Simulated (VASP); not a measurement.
# Be3CdS2 (P4/mmm) in VASP: a series of runs

Be3CdS2 is run at these levels: PBE; tasks: single point, relaxation of cell and atoms.

All numbers are computed with VASP 6.6.1; they aren't measurements. Logs are shortened: lines on timing, memory, paths and dates and some standing lists are left out, and cuts for length are marked.

## Step 1: The cell of the first run

It takes space group P4/mmm (No. 123, tetragonal). The conventional cell has a = 5.225 Å, b = 5.225 Å, c = 3.920 Å, α = 90.00°, β = 90.00°, γ = 90.00°. Be (site symmetry 4/mmm) has 4 S at 2.61 Å and 8 Be at 3.27 Å within 3.4 Å. Within 2.6 Å of Be (site symmetry mmm) lie 2 S at 1.96 Å. Within 3.4 Å of Cd (site symmetry 4/mmm) lie 4 S at 2.61 Å and 8 Be at 3.27 Å. S (site symmetry mmm) has 2 Be at 1.96 Å within 2.6 Å.

## Step 2: Single point, PBE

Contents of INCAR:

```
PREC     = Accurate       # precision mode
ENCUT    = 600            # plane-wave cutoff, eV
EDIFF    = 1E-6           # SCF threshold, eV
ISMEAR   = 0              # smearing method
SIGMA    = 0.1            # smearing width, eV
LREAL    = F              # projectors in reciprocal space
LASPH    = T              # aspherical terms in the spheres
NELM     = 120            # most SCF steps
ALGO     = Normal         # electronic algorithm
ISIF     = 2              # what is computed and relaxed
LWAVE    = F              # write WAVECAR
LCHARG   = F              # write CHGCAR
GGA      = PE             # functional
NBANDS   = 24             # bands
GGA_COMPAT= F
```

Contents of KPOINTS:

```
regular mesh
0
Gamma
  8 8 10
```

Contents of POSCAR:

```
Be3CdS2
1.0
    5.2249668225      0.0000000000      0.0000000000
    0.0000000000      5.2249668225      0.0000000000
    0.0000000000      0.0000000000      3.9196560540
Be Cd S
3 1 2
Direct
    0.0000000000      0.0000000000      0.0000000000
    0.0000000000      0.5000000000      0.5000000000
    0.5000000000      0.0000000000      0.5000000000
    0.5000000000      0.5000000000      0.0000000000
    0.0000000000      0.5000000000      0.0000000000
    0.5000000000      0.0000000000      0.0000000000
```

Potentials or basis: VASP PAW PBE potentials, release 64 (Be, Cd, S).

Launch:

```bash
cat potpaw_PBE.64/Be/POTCAR potpaw_PBE.64/Cd/POTCAR potpaw_PBE.64/S/POTCAR > POTCAR
mpirun -np 1 vasp_std > vasp.out
```

OUTCAR:

```text
PREC = Accurate
   ENCUT = 600
   EDIFF = 1E-6
   ISMEAR = 0
   LREAL = F
   LASPH = T
   NELM = 120
   ISIF = 2
   GGA = PE

 ion  position               nearest neighbor table
   1  0.000  0.000  0.000-
   2  0.000  0.500  0.500-   5 1.96   5 1.96
   3  0.500  0.000  0.500-   6 1.96   6 1.96
   4  0.500  0.500  0.000-   5 2.61   6 2.61   6 2.61   5 2.61
   5  0.000  0.500  0.000-   2 1.96   2 1.96   4 2.61   4 2.61
   6  0.500  0.000  0.000-   3 1.96   3 1.96   4 2.61   4 2.61

  LATTYP: Found a simple tetragonal cell.
 ALAT       =     5.2249668225
 C/A-ratio  =     0.7501781709

  Lattice vectors:

 A1 = (   5.2249668225,   0.0000000000,   0.0000000000)
 A2 = (   0.0000000000,   5.2249668225,   0.0000000000)
 A3 = (   0.0000000000,   0.0000000000,   3.9196560540)

Analysis of symmetry for initial positions (statically):
=====================================================================
 Subroutine PRICEL returns:
 Original cell was already a primitive cell.

 Routine SETGRP: Setting up the symmetry group for a
 simple tetragonal supercell.

 Subroutine GETGRP returns: Found 16 space group operations
 (whereof 16 operations were pure point group operations)
 out of a pool of 16 trial point group operations.

The static configuration has the point symmetry D_4h.

Analysis of symmetry for dynamics (positions and initial velocities):
=====================================================================
 Subroutine PRICEL returns:
 Original cell was already a primitive cell.

 Routine SETGRP: Setting up the symmetry group for a
 simple tetragonal supercell.

 Subroutine GETGRP returns: Found 16 space group operations
 (whereof 16 operations were pure point group operations)
 out of a pool of 16 trial point group operations.

The dynamic configuration has the point symmetry D_4h.

 Subroutine INISYM returns: Found 16 space group operations
 (whereof 16 operations are pure point group operations),
 and found     1 'primitive' translations

----------------------------------------------------------------------------------------

                                     Primitive cell

  volume of cell :     107.0077

  direct lattice vectors                    reciprocal lattice vectors
     5.224966822  0.000000000  0.000000000     0.191388775  0.000000000  0.000000000
     0.000000000  5.224966822  0.000000000     0.000000000  0.191388775  0.000000000
     0.000000000  0.000000000  3.919656054     0.000000000  0.000000000  0.255124426

  length of vectors
     5.224966822  5.224966822  3.919656054     0.191388775  0.191388775  0.255124426

  position of ions in fractional coordinates (direct lattice)
     0.000000000  0.000000000  0.000000000
     0.000000000  0.500000000  0.500000000
     0.500000000  0.000000000  0.500000000
     0.500000000  0.500000000  0.000000000
     0.000000000  0.500000000  0.000000000
     0.500000000  0.000000000  0.000000000

  ion indices of the primitive-cell ions
   primitive index   ion index
                 1           1
                 2           2
                 3           3
                 4           4
                 5           5
                 6           6

----------------------------------------------------------------------------------------

 KPOINTS: regular mesh

Automatic generation of k-mesh.
 Grid dimensions read from file:
 generate k-points for:    8    8   10

 Generating k-lattice:

  Cartesian coordinates                     Fractional coordinates (reciprocal lattice)
     0.023923597  0.000000000  0.000000000     0.125000000  0.000000000  0.000000000
     0.000000000  0.023923597  0.000000000     0.000000000  0.125000000  0.000000000
     0.000000000  0.000000000  0.025512443     0.000000000  0.000000000  0.100000000

  Length of vectors
     0.023923597  0.023923597  0.025512443

  Shift w.r.t. Gamma in fractional coordinates (k-lattice)
     0.000000000  0.000000000  0.000000000

 Subroutine IBZKPT returns following result:
 ===========================================

 Found     90 irreducible k-points:

 Following reciprocal coordinates:
            Coordinates               Weight
  0.000000  0.000000  0.000000      1.000000
  0.125000  0.000000  0.000000      4.000000
  0.250000  0.000000  0.000000      4.000000
  0.375000  0.000000  0.000000      4.000000
  0.500000  0.000000  0.000000      2.000000
  0.125000  0.125000  0.000000      4.000000
[... 16 lines left out ...]
  0.375000  0.125000  0.100000     16.000000
  0.500000  0.125000  0.100000      8.000000
 [... further k-points ...]
   k-points           NKPTS =     90   k-points in BZ     NKDIM =     90   number of bands    NBANDS=     24
   number of dos      NEDOS =    301   number of ions     NIONS =      6
   total plane-waves  NPLWV =  56448
   dimension x,y,z NGX =    42 NGY =   42 NGZ =   32
   dimension x,y,z NGXF=    84 NGYF=   84 NGZF=   64
   ions per type =               3   1   2
   NGX,Y,Z   is equivalent  to a cutoff of  13.36, 13.36, 13.57 a.u.
   NGXF,Y,Z  is equivalent  to a cutoff of  26.73, 26.73, 27.14 a.u.
 SYSTEM =  unknown system
   PREC   = accura    normal or accurate (medium, high low for compatibility)
   ISTART =      0    job   : 0-new  1-cont  2-samecut
   ICHARG =      2    charge: 1-file 2-atom 10-const
   ISPIN  =      1    spin polarized calculation?
   LNONCOLLINEAR =      F non collinear calculations
   LSORBIT =      F    spin-orbit coupling
   LASPH  =      T    aspherical Exc in radial PAW
   ENCUT  =  600.0 eV  44.10 Ry    6.64 a.u.  10.44 10.44  7.83*2*pi/ulx,y,z
   NELM   =    120;   NELMIN=  2; NELMDL= -5     # of ELM steps
   EDIFF  = 0.1E-05   stopping-criterion for ELM
   LREAL  =      F    real-space projection
   EDIFFG = 0.1E-04   stopping-criterion for IOM
   NSW    =      0    number of steps for IOM
   IBRION =     -1    ionic relax: 0-MD 1-quasi-New 2-CG
   NFREE  =      0    steps in history (QN), initial steepest desc. (CG)
   ISIF   =      2    stress and relaxation
   ISYM   =      2    0-nonsym 1-usesym 2-fastsym
   POTIM  = 0.5000    time-step for ionic-motion
   TEBEG  =    0.0;   TEEND  =   0.0 temperature during run
   PSTRESS=    0.0 pullay stress
   NELECT =      30.0000    total number of electrons
   NUPDOWN=      -1.0000    fix difference up-down
   EMIN   =  10.00;   EMAX   =-10.00  energy-range for DOS
   EFERMI =   0.00;   METHOD = LEGACY
   ISMEAR =     0;   SIGMA  =   0.10  broadening in eV -4-tet -1-fermi 0-gaus
   EFERMI_NEDOS =   21; number of points for ismear=-14 and -15
   IALGO  =     38    algorithm
   IMIX   =      4    mixing-type and parameters
     AMIX     =   0.40;   BMIX     =  1.00
     AMIX_MAG =   1.60;   BMIX_MAG =  1.00
  volume/ion in A,a.u.               =      17.83       120.35
  Fermi-wavevector in a.u.,A,eV,Ry     =   1.071462  2.024770 15.619917  1.148032
  Thomas-Fermi vector in A             =   2.207203
   LORBIT       =      0    0 simple, 1 ext, 2 COOP (PROOUT), +10 PAW based schemes
   GGA     = PE    functional components
   LHFCALC =     F    Hartree Fock is set to
   AEXX    =    0.0000 exact exchange contribution
   IVDW    =     0    specifies the selected vdW correction
   LEPSILON=     F    determine dielectric tensor
   LRPA    =     F    only Hartree local field effects (RPA)
 non-spin polarized calculation
 Gauss-broadening in eV      SIGMA  =   0.10
  energy-cutoff  :      600.00
  volume of cell :      107.01
 maximum number of plane-waves:      3597
 NGX is ok and might be reduce to    42
   NGX = 21   NGY = 21   NGZ = 15

 number of electron      30.0000008 magnetization

 Free energy of the ion-electron system (eV)
  ---------------------------------------------------
  ext. energy  EPLUGINS =         0.00000000
  ---------------------------------------------------
  free energy    TOTEN  =       -16.85359161 eV

  energy without entropy =      -16.84469043  energy(sigma->0) =      -16.84914102

 E-fermi :   4.3626     XC(G=0):  -9.3827

 val. band max:        4.3573967897   @ k =   0.2500   0.0000   0.3000
 cond. band min:       4.3694434973   @ k =   0.5000   0.2500   0.0000
 fundamental gap:      0.0120467075
 Fermi energy:         4.3625546739

 k-point     1 :       0.0000    0.0000    0.0000
  band No.  band energies     occupation
      1     -11.2355      2.00000
      2     -10.5145      2.00000
      3      -4.8480      2.00000
      4      -4.7354      2.00000
      5      -4.6934      2.00000
      6      -4.6934      2.00000
[... 16 lines left out ...]
     23       9.8898      0.00000
     24      10.5807      0.00000

 k-point     2 :       0.1250    0.0000    0.0000
  band No.  band energies     occupation
      1     -11.2002      2.00000
      2     -10.5290      2.00000
      3      -4.8618      2.00000
      4      -4.7648      2.00000
      5      -4.7117      2.00000
      6      -4.6933      2.00000
[... 16 lines left out ...]
     23       9.8763      0.00000
     24      10.2250      0.00000

 k-point     3 :       0.2500    0.0000    0.0000
  band No.  band energies     occupation
      1     -11.1032      2.00000
      2     -10.5746      2.00000
      3      -5.0032      2.00000
      4      -4.8940      2.00000
      5      -4.7541      2.00000
      6      -4.6929      2.00000
[... 16 lines left out ...]
     23       9.6236      0.00000
     24       9.7376      0.00000
[... 514 lines left out ...]
 k-point    23 :       0.3750    0.1250    0.1000
  band No.  band energies     occupation
      1     -10.9356      2.00000
      2     -10.6452      2.00000
      3      -5.2745      2.00000
      4      -4.9432      2.00000
      5      -4.8113      2.00000
      6      -4.7468      2.00000
[... 16 lines left out ...]
     23       9.1056      0.00000
     24       9.3983      0.00000

 k-point    24 :       0.5000    0.1250    0.1000
  band No.  band energies     occupation
      1     -10.8512      2.00000
      2     -10.7057      2.00000
      3      -5.3767      2.00000
      4      -4.9563      2.00000
      5      -4.8282      2.00000
      6      -4.7460      2.00000
[... 16 lines left out ...]
     23       8.4253      0.00000
     24       9.4125      0.00000

 [... further k-points ...]
[... 5 lines left out ...]
  --------------------------------------------------------------------------------------
  -------------------------------------------------------------------------------------
  Total        0.1804435      0.1804435     -0.0221067      0.0000000      0.0000000      0.0000000
  in kB        2.7016986      2.7016986     -0.3309935      0.0000000      0.0000000      0.0000000
  external PRESSURE =       1.6908013 kB  Pullay stress =       0.0000000 kB

 VOLUME and BASIS-vectors are now :
 -----------------------------------------------------------------------------
  energy-cutoff  :      600.00
  volume of cell :      107.01
      direct lattice vectors                 reciprocal lattice vectors
     5.224966822  0.000000000  0.000000000     0.191388775  0.000000000  0.000000000
     0.000000000  5.224966822  0.000000000     0.000000000  0.191388775  0.000000000
     0.000000000  0.000000000  3.919656054     0.000000000  0.000000000  0.255124426

 POSITION                                       TOTAL-FORCE (eV/Angst)
 -----------------------------------------------------------------------------------
      0.00000      0.00000      0.00000         0.000000      0.000000      0.000000
      0.00000      2.61248      1.95983         0.000000      0.000000      0.000000
      2.61248      0.00000      1.95983         0.000000      0.000000      0.000000
      2.61248      2.61248      0.00000         0.000000      0.000000      0.000000
      0.00000      2.61248      0.00000         0.000000      0.000000      0.000000
      2.61248      0.00000      0.00000         0.000000      0.000000      0.000000
 -----------------------------------------------------------------------------------
    total drift:                                0.000000     -0.000000     -0.000000

  FREE ENERGIE OF THE ION-ELECTRON SYSTEM (eV)
  ---------------------------------------------------
  free  energy   TOTEN  =       -16.8535916091 eV

  energy  without entropy=      -16.8446904269  energy(sigma->0) =      -16.84914102
```

Wall time 2.1 min (1 thread of Intel Xeon 6975P-C (Granite Rapids), shared host); peak memory 0.41 GiB.

What came out:

```
Free energy            : -16.8536 eV
Pressure               : 0.2 GPa
Band gap on the k mesh : zero (band 15 reaches 5.02 eV, above the bottom of band 16 at 3.88 eV)
```

[end of part 1 of 2]
